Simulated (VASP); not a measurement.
Wanted: the native input for a VASP 6.6.1 run.

```
Task                   : single point
Functional             : LDA
Potentials or basis    : VASP PAW LDA potentials, release 64 (In_d, Sb)
Cutoff                 : 520 eV
k mesh                 : 11 × 11 × 11
Occupations            : fermi-dirac, width 0.1 eV
Spin                   : no spin polarisation
Dipole correction      : no
Further INCAR settings : ALGO = Normal; EDIFF = 1e-06; NBANDS = 16
```

The structure of InSb (zincblende type) lies in POSCAR:

```
InSb
1.0
    0.0000000000      2.7791721506      2.7791721506
    2.7791721506      0.0000000000      2.7791721506
    2.7791721506      2.7791721506      0.0000000000
In Sb
1 1
Direct
    0.0000000000      0.0000000000      0.0000000000
    0.2500000000      0.2500000000      0.2500000000
```

This cell differs from its parent crystal: volume scaled by 0.64.

These files were run (other wordings do the same):

INCAR

```
PREC = Accurate
ENCUT = 520
EDIFF = 1E-6
ISMEAR = -1
SIGMA = 0.1
LREAL = False
LASPH = True
NELM = 60
ALGO = Normal
ISIF = 2
LWAVE = False
LCHARG = True
GGA = CA
LELF = True
LVHAR = True
NBANDS = 16
```

KPOINTS

```
Automatic mesh
0
Gamma
  11 11 11
```

Potentials or basis: VASP PAW LDA potentials, release 64 (In_d, Sb).

The run is started by

```sh
$ cat potpaw_LDA.64/In_d/POTCAR potpaw_LDA.64/Sb/POTCAR > POTCAR
$ mpirun -np 1 vasp_std > vasp.out
```

Results of the run:

```json
{
 "Pressure": "60.2 GPa"
}
```

It took 39 s on 1 thread of Intel(R) Xeon(R) 6975P-C (Granite Rapids), with other jobs on the host, peak memory 0.17 GiB.
